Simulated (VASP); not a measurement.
# Pd (I4/mmm) in VASP: notebook

Pd is run at these levels: PBE; tasks: single point.

Everything below comes from runs of VASP 6.6.1. Logs are shortened: lines on timing, memory, paths and dates and some standing lists are left out, and cuts for length are marked.

**1. The cell of the first run**

The structure is tetragonal, space group I4/mmm (No. 139). Conventional cell: a = 2.751 Å, b = 2.751 Å, c = 3.968 Å, α = 90.00°, β = 90.00°, γ = 90.00°. Pd (site symmetry 4/mmm) has 12 Pd at 2.75 to 2.78 Å within 3.6 Å.

**2. Single point, PBE (zz strain of +2 %)**

INCAR reads:

```
PREC = Accurate
ENCUT = 520
EDIFF = 1E-7
ISMEAR = -1
SIGMA = 0.05
LREAL = False
LASPH = True
NELM = 80
ALGO = Normal
ISIF = 2
LWAVE = False
LCHARG = False
GGA = PE
NBANDS = 11
```

KPOINTS reads:

```
regular mesh
0
Gamma
  18 18 18
```

POSCAR reads:

```
Pd
1.0
    0.0000000000      1.9449000000      1.9837980000
    1.9449000000      0.0000000000      1.9837980000
    1.9449000000      1.9449000000      0.0000000000
Pd
1
Direct
    0.0000000000      0.0000000000      0.0000000000
```

Potentials or basis: VASP PAW PBE potentials, release 64 (Pd).

Run with:

```bash
$ cat potpaw_PBE.64/Pd/POTCAR > POTCAR
$ mpirun -np 1 vasp_std > vasp.out
```

OUTCAR:

```text
PREC = Accurate
   ENCUT = 520
   EDIFF = 1E-7
   ISMEAR = -1
   LREAL = False
   LASPH = True
   NELM = 80
   ISIF = 2
   GGA = PE

 ion  position               nearest neighbor table
   1  0.000  0.000  0.000-

  LATTYP: Found a body centered tetragonal cell.
 ALAT       =     2.7505039575
 C/A-ratio  =     1.4424978336

  Lattice vectors:

 A1 = (  -1.9449000000,   0.0000000000,   1.9837980000)
 A2 = (   1.9449000000,   0.0000000000,   1.9837980000)
 A3 = (   0.0000000000,   1.9449000000,  -1.9837980000)

Analysis of symmetry for initial positions (statically):
=====================================================================
 Subroutine PRICEL returns:
 Original cell was already a primitive cell.

 Routine SETGRP: Setting up the symmetry group for a
 body centered tetragonal supercell.

 Subroutine GETGRP returns: Found 16 space group operations
 (whereof 16 operations were pure point group operations)
 out of a pool of 16 trial point group operations.

The static configuration has the point symmetry D_4h.

Analysis of symmetry for dynamics (positions and initial velocities):
=====================================================================
 Subroutine PRICEL returns:
 Original cell was already a primitive cell.

 Routine SETGRP: Setting up the symmetry group for a
 body centered tetragonal supercell.

 Subroutine GETGRP returns: Found 16 space group operations
 (whereof 16 operations were pure point group operations)
 out of a pool of 16 trial point group operations.

The dynamic configuration has the point symmetry D_4h.

 Subroutine INISYM returns: Found 16 space group operations
 (whereof 16 operations are pure point group operations),
 and found     1 'primitive' translations

----------------------------------------------------------------------------------------

                                     Primitive cell

  volume of cell :      15.0080

  direct lattice vectors                    reciprocal lattice vectors
     0.000000000  1.944900000  1.983798000    -0.257082626  0.257082626  0.252041791
     1.944900000  0.000000000  1.983798000     0.257082626 -0.257082626  0.252041791
     1.944900000  1.944900000  0.000000000     0.257082626  0.257082626 -0.252041791

  length of vectors
     2.778145157  2.778145157  2.750503957     0.442388989  0.442388989  0.442388989

  position of ions in fractional coordinates (direct lattice)
     0.000000000  0.000000000  0.000000000

  ion indices of the primitive-cell ions
   primitive index   ion index
                 1           1

----------------------------------------------------------------------------------------

 KPOINTS: regular mesh

Automatic generation of k-mesh.
 Grid dimensions read from file:
 generate k-points for:   18   18   18

 Generating k-lattice:

  Cartesian coordinates                     Fractional coordinates (reciprocal lattice)
    -0.014282368  0.014282368  0.014002322     0.055555556  0.000000000  0.000000000
     0.014282368 -0.014282368  0.014002322     0.000000000  0.055555556  0.000000000
     0.014282368  0.014282368 -0.014002322    -0.000000000 -0.000000000  0.055555556

  Length of vectors
     0.024577166  0.024577166  0.024577166

  Shift w.r.t. Gamma in fractional coordinates (k-lattice)
     0.000000000  0.000000000  0.000000000

 Subroutine IBZKPT returns following result:
 ===========================================

 Found    480 irreducible k-points:

 Following reciprocal coordinates:
            Coordinates               Weight
  0.000000  0.000000  0.000000      1.000000
  0.055556 -0.000000  0.000000      8.000000
  0.111111 -0.000000  0.000000      8.000000
  0.166667 -0.000000  0.000000      8.000000
  0.222222 -0.000000  0.000000      8.000000
  0.277778  0.000000  0.000000      8.000000
[... 16 lines left out ...]
 -0.277778  0.055556  0.000000      8.000000
 -0.222222  0.055556  0.000000      8.000000
 [... further k-points ...]
   k-points           NKPTS =    480   k-points in BZ     NKDIM =    480   number of bands    NBANDS=     11
   number of dos      NEDOS =    301   number of ions     NIONS =      1
   total plane-waves  NPLWV =  11520
   dimension x,y,z NGX =    24 NGY =   24 NGZ =   20
   dimension x,y,z NGXF=    48 NGYF=   48 NGZF=   40
   ions per type =               1
   NGX,Y,Z   is equivalent  to a cutoff of  14.36, 14.36, 12.09 a.u.
   NGXF,Y,Z  is equivalent  to a cutoff of  28.72, 28.72, 24.18 a.u.
 SYSTEM =  unknown system
   PREC   = accura    normal or accurate (medium, high low for compatibility)
   ISTART =      0    job   : 0-new  1-cont  2-samecut
   ICHARG =      2    charge: 1-file 2-atom 10-const
   ISPIN  =      1    spin polarized calculation?
   LNONCOLLINEAR =      F non collinear calculations
   LSORBIT =      F    spin-orbit coupling
   LASPH  =      T    aspherical Exc in radial PAW
   ENCUT  =  520.0 eV  38.22 Ry    6.18 a.u.   5.17  5.17  5.11*2*pi/ulx,y,z
   NELM   =     80;   NELMIN=  2; NELMDL= -5     # of ELM steps
   EDIFF  = 0.1E-06   stopping-criterion for ELM
   LREAL  =      F    real-space projection
   EDIFFG = 0.1E-05   stopping-criterion for IOM
   NSW    =      0    number of steps for IOM
   IBRION =     -1    ionic relax: 0-MD 1-quasi-New 2-CG
   NFREE  =      0    steps in history (QN), initial steepest desc. (CG)
   ISIF   =      2    stress and relaxation
   ISYM   =      2    0-nonsym 1-usesym 2-fastsym
   POTIM  = 0.5000    time-step for ionic-motion
   TEBEG  =    0.0;   TEEND  =   0.0 temperature during run
   PSTRESS=    0.0 pullay stress
   NELECT =      10.0000    total number of electrons
   NUPDOWN=      -1.0000    fix difference up-down
   EMIN   =  10.00;   EMAX   =-10.00  energy-range for DOS
   EFERMI =   0.00;   METHOD = LEGACY
   ISMEAR =    -1;   SIGMA  =   0.05  broadening in eV -4-tet -1-fermi 0-gaus
   EFERMI_NEDOS =   21; number of points for ismear=-14 and -15
   IALGO  =     38    algorithm
   IMIX   =      4    mixing-type and parameters
     AMIX     =   0.40;   BMIX     =  1.00
     AMIX_MAG =   1.60;   BMIX_MAG =  1.00
  volume/ion in A,a.u.               =      15.01       101.28
  Fermi-wavevector in a.u.,A,eV,Ry     =   1.429884  2.702089 27.818043  2.044568
  Thomas-Fermi vector in A             =   2.549789
   LORBIT       =      0    0 simple, 1 ext, 2 COOP (PROOUT), +10 PAW based schemes
   GGA     = PE    functional components
   LHFCALC =     F    Hartree Fock is set to
   AEXX    =    0.0000 exact exchange contribution
   IVDW    =     0    specifies the selected vdW correction
   LEPSILON=     F    determine dielectric tensor
   LRPA    =     F    only Hartree local field effects (RPA)
 non-spin polarized calculation
  energy-cutoff  :      520.00
  volume of cell :       15.01
 maximum number of plane-waves:       416
 NGX is ok and might be reduce to    24
   NGX = 11   NGY = 11   NGZ = 11

 number of electron      10.0000000 magnetization

 number of electron       9.9999998 magnetization

 Free energy of the ion-electron system (eV)
  ---------------------------------------------------
  ext. energy  EPLUGINS =         0.00000000
  ---------------------------------------------------
  free energy    TOTEN  =        -5.22588311 eV

  energy without entropy =       -5.20739788  energy(sigma->0) =       -5.21664050

 E-fermi :   9.4918     XC(G=0): -13.0770

 val. band max:        9.4895496917   @ k =   0.5000   0.0000   0.0556
 cond. band min:       9.4925328307   @ k =  -0.1667   0.3333   0.2778
 fundamental gap:      0.0029831390
 Fermi energy:         9.4918432453

 k-point     1 :       0.0000    0.0000    0.0000
  band No.  band energies     occupation
      1       2.4871      2.00000
      2       6.6104      2.00000
      3       6.7940      2.00000
      4       6.7940      2.00000
      5       8.1997      2.00000
      6       8.3892      2.00000
      7      26.6828      0.00000
      8      31.0531      0.00000
      9      31.5074      0.00000
     10      31.5074      0.00000
     11      35.7707      0.00000

 k-point     2 :       0.0556   -0.0000    0.0000
  band No.  band energies     occupation
      1       2.5979      2.00000
      2       6.6181      2.00000
      3       6.7856      2.00000
      4       6.8321      2.00000
      5       8.1840      2.00000
      6       8.3683      2.00000
      7      26.7970      0.00000
      8      30.5538      0.00000
      9      31.3680      0.00000
     10      31.6308      0.00000
     11      35.8373      0.00000

 k-point     3 :       0.1111   -0.0000    0.0000
  band No.  band energies     occupation
      1       2.9182      2.00000
      2       6.5736      2.00000
      3       6.8314      2.00000
      4       6.9327      2.00000
      5       8.1549      2.00000
      6       8.3214      2.00000
      7      27.0406      0.00000
      8      29.0596      0.00000
      9      31.6823      0.00000
     10      31.9790      0.00000
     11      36.3311      0.00000

 k-point     4 :       0.1667   -0.0000    0.0000
  band No.  band energies     occupation
      1       3.4023      2.00000
      2       6.4983      2.00000
      3       6.9219      2.00000
      4       7.0492      2.00000
      5       8.1684      2.00000
      6       8.2992      2.00000
      7      26.6351      0.00000
      8      27.9536      0.00000
      9      32.1883      0.00000
     10      32.4756      0.00000
     11      35.5458      0.00000

 k-point     5 :       0.2222   -0.0000    0.0000
  band No.  band energies     occupation
      1       3.9352      2.00000
      2       6.5551      2.00000
      3       6.9551      2.00000
      4       7.1067      2.00000
      5       8.2996      2.00000
      6       8.3784      2.00000
      7      24.8788      0.00000
      8      27.8170      0.00000
      9      32.6851      0.00000
     10      32.9331      0.00000
     11      35.0297      0.00000
[... 211 lines left out ...]
 k-point    21 :      -0.3889    0.0556    0.0000
  band No.  band energies     occupation
      1       4.4607      2.00000
      2       6.6353      2.00000
      3       6.8849      2.00000
      4       8.5956      2.00000
      5       9.1100      1.99904
      6      10.2278      0.00000
      7      18.3164      0.00000
      8      26.3081      0.00000
      9      29.8442      0.00000
     10      31.5228      0.00000
     11      35.8929      0.00000

 k-point    22 :      -0.3333    0.0556    0.0000
  band No.  band energies     occupation
      1       4.5093      2.00000
      2       6.7354      2.00000
      3       6.9756      2.00000
      4       7.8616      2.00000
      5       8.8012      2.00000
      6       9.5509      0.46975
      7      20.1644      0.00000
      8      26.7106      0.00000
      9      30.3479      0.00000
     10      32.6596      0.00000
     11      35.3118      0.00000

 k-point    23 :      -0.2778    0.0556    0.0000
  band No.  band energies     occupation
      1       4.4672      2.00000
      2       6.8078      2.00000
      3       7.0836      2.00000
      4       7.0976      2.00000
      5       8.4742      2.00000
      6       9.0516      1.99970
      7      22.1961      0.00000
      8      27.2038      0.00000
      9      30.9974      0.00000
     10      34.0385      0.00000
     11      34.4319      0.00000

 k-point    24 :      -0.2222    0.0556    0.0000
  band No.  band energies     occupation
      1       4.1868      2.00000
      2       6.5262      2.00000
      3       6.9710      2.00000
      4       7.1561      2.00000
      5       8.2160      2.00000
      6       8.6652      2.00000
      7      24.2455      0.00000
      8      27.6188      0.00000
      9      31.4153      0.00000
     10      33.9897      0.00000
     11      34.4404      0.00000

 [... further k-points ...]

------------------------ aborting loop because EDIFF is reached ----------------------------------------

  FORCE on cell =-STRESS in cart. coord.  units (eV):
  Direction    XX          YY          ZZ          XY          YZ          ZX
  --------------------------------------------------------------------------------------
  -------------------------------------------------------------------------------------
  Total        0.3541335      0.3541335      0.2412073      0.0000000      0.0000000      0.0000000
  in kB       37.8055494     37.8055494     25.7501036      0.0000000      0.0000000      0.0000000
  external PRESSURE =      33.7870675 kB  Pullay stress =       0.0000000 kB

 VOLUME and BASIS-vectors are now :
 -----------------------------------------------------------------------------
  energy-cutoff  :      520.00
  volume of cell :       15.01
      direct lattice vectors                 reciprocal lattice vectors
     0.000000000  1.944900000  1.983798000    -0.257082626  0.257082626  0.252041791
     1.944900000  0.000000000  1.983798000     0.257082626 -0.257082626  0.252041791
     1.944900000  1.944900000  0.000000000     0.257082626  0.257082626 -0.252041791

 POSITION                                       TOTAL-FORCE (eV/Angst)
 -----------------------------------------------------------------------------------
      0.00000      0.00000      0.00000        -0.000000      0.000000      0.000000
 -----------------------------------------------------------------------------------
    total drift:                               -0.000000     -0.000000      0.000000

  FREE ENERGIE OF THE ION-ELECTRON SYSTEM (eV)
  ---------------------------------------------------
  free  energy   TOTEN  =        -5.2258831107 eV

  energy  without entropy=       -5.2073978836  energy(sigma->0) =       -5.21664050
```

Run time: 90 s. Hardware: 1 thread of AMD EPYC 7R43 (Zen 3), shared host; peak memory 0.16 GiB.

What came out:

* Free energy: -5.2259 eV
* Pressure: 3.4 GPa
* Band gap on the k mesh: zero (band 5 reaches 9.84 eV, above the bottom of band 6 at 8.28 eV)

Levels at points of the mesh, in eV from the Fermi level:
```csv
k point,band 3,band 4,band 5,band 6,band 7,band 8
"(0.00, 0.00, 0.00)",-2.70,-2.70,-1.29,-1.10,17.19,21.56
"(0.50, 0.00, 0.00)",-2.72,-0.07,0.01,1.06,7.19,16.52
"(0.50, 0.50, 0.00)",-0.05,0.27,0.27,3.10,10.25,13.36
"(0.50, 0.00, 0.50)",-0.06,0.22,0.35,3.48,10.77,12.94
```

Caveat: the cell differs from its parent crystal (zz strain of +2 %).

**3. Single point, PBE (zz strain of +3 %)**

INCAR reads:

```
ALGO = Normal
EDIFF = 1E-6
ENCUT = 520
GGA = PE
ISIF = 2
ISMEAR = -1
LASPH = True
LCHARG = True
LELF = True
LREAL = False
LVHAR = True
LWAVE = False
NBANDS = 11
NELM = 60
PREC = Accurate
SIGMA = 0.05
```

KPOINTS reads:

```
k-points
0
Gamma
  18 18 18
```

POSCAR reads:

```
Pd
1.0
    0.0000000000      1.9449000000      2.0032470000
    1.9449000000      0.0000000000      2.0032470000
    1.9449000000      1.9449000000      0.0000000000
Pd
1
Direct
    0.0000000000      0.0000000000      0.0000000000
```

Potentials or basis: VASP PAW PBE potentials, release 64 (Pd).

Run with:

```bash
$ cat potpaw_PBE.64/Pd/POTCAR > POTCAR
$ mpirun -np 1 vasp_std > vasp.out
```

It took 95 s on 1 thread of AMD EPYC 7R43 (Zen 3), shared host; peak memory 0.16 GiB.

It converged, with:

```yaml
Free_energy: -5.2273 eV
Pressure: 1.6 GPa
Band_gap_on_the_k_mesh: zero (band 5 reaches 9.71 eV, above the bottom of band 6 at 8.10 eV)
```

Stress tensor (GPa, compression positive):
```
2.23 0.00 0.00
0.00 2.23 0.00
0.00 0.00 0.45
```

Levels at points of the mesh, in eV from the Fermi level:
| k point | band 1 | band 2 | band 3 | band 4 | band 5 | band 6 | band 7 | band 8 | band 9 | band 10 |
| --- | --- | --- | --- | --- | --- | --- | --- | --- | --- | --- |
| (0.00, 0.00, 0.00) | -6.93 | -2.89 | -2.62 | -2.62 | -1.32 | -1.04 | 17.19 | 21.36 | 22.02 | 22.02 |
| (0.50, 0.00, 0.00) | -5.08 | -2.88 | -2.63 | -0.08 | 0.03 | 1.08 | 7.12 | 16.50 | 20.57 | 21.16 |
| (0.50, 0.50, 0.00) | -5.16 | -4.89 | -0.05 | 0.26 | 0.26 | 2.98 | 9.98 | 13.43 | 13.43 | 21.51 |
| (0.50, 0.00, 0.50) | -5.16 | -4.88 | -0.06 | 0.18 | 0.37 | 3.55 | 10.76 | 12.81 | 12.97 | 21.03 |

Caveat: the cell differs from its parent crystal (zz strain of +3 %).

**4. Single point, PBE (equal xx and yy strain of +2 %)**

INCAR reads:

```
ALGO     = Normal         # electronic algorithm
EDIFF    = 1E-7           # SCF threshold, eV
ENCUT    = 520            # plane-wave cutoff, eV
GGA      = PE             # functional
ISIF     = 2              # what is computed and relaxed
ISMEAR   = -1             # smearing method
LASPH    = T              # aspherical terms in the spheres
LCHARG   = F              # write CHGCAR
LREAL    = F              # projectors in reciprocal space
LWAVE    = F              # write WAVECAR
NBANDS   = 11             # bands
NELM     = 80             # most SCF steps
PREC     = Accurate       # precision mode
SIGMA    = 0.05           # smearing width, eV
```

KPOINTS is that of step 3.

POSCAR reads:

```
Pd
1.0
    0.0000000000      1.9837980000      1.9449000000
    1.9837980000      0.0000000000      1.9449000000
    1.9837980000      1.9837980000      0.0000000000
Pd
1
Direct
    0.0000000000      0.0000000000      0.0000000000
```

Run with:

```bash
$ cat potpaw_PBE.64/Pd/POTCAR > POTCAR
$ mpirun -np 1 vasp_std > vasp.out
```

Wall time 1.7 min (1 thread of AMD EPYC 7R43 (Zen 3), shared host); peak memory 0.17 GiB.

It converged, with:

| Item | Value |
| --- | --- |
| Free energy | -5.2291 eV |
| Pressure | -0.1 GPa |
| Band gap on the k mesh | zero (band 5 reaches 9.49 eV, above the bottom of band 6 at 7.98 eV) |

Stress tensor (GPa, compression positive):
```
-0.45  0.00  0.00
 0.00 -0.45  0.00
 0.00  0.00  0.49
```

Levels at points of the mesh, in eV from the Fermi level:
```csv
k point,band 1,band 2,band 3,band 4,band 5,band 6,band 7,band 8,band 9,band 10
"(0.00, 0.00, 0.00)",-6.85,-2.73,-2.73,-2.56,-1.25,-1.07,17.18,21.59,21.59,22.03
"(0.50, 0.00, 0.00)",-5.01,-2.80,-2.63,-0.07,0.01,1.10,7.03,16.51,20.53,20.97
"(0.50, 0.50, 0.00)",-5.08,-4.81,-0.06,0.27,0.27,3.61,10.74,12.77,12.77,20.81
"(0.50, 0.00, 0.50)",-5.08,-4.81,-0.06,0.20,0.32,3.23,10.22,13.08,13.19,21.15
```

Caveat: the cell differs from its parent crystal (equal xx and yy strain of +2 %).

**5. The runs side by side**

| cell | gap on the mesh (eV) | pressure (GPa) |
| --- | --- | --- |
| a = 2.778, b = 2.778, c = 2.751 Å, angles 60.3, 60.3, 59.3°, 1 atom | none | 3.4 |
| a = 2.792, b = 2.792, c = 2.751 Å, angles 60.5, 60.5, 59.0°, 1 atom | none | 1.6 |
| a = 2.778, b = 2.778, c = 2.806 Å, angles 59.7, 59.7, 60.7°, 1 atom | none | -0.1 |

Alike in all rows: task single point; level PBE; potentials or basis VASP PAW PBE potentials, release 64 (Pd); no spin polarisation; k mesh 18 × 18 × 18; cutoff (eV) 520; smearing fermi-dirac 0.05 eV.

Absolute energies hang on the potentials; compare differences alone.
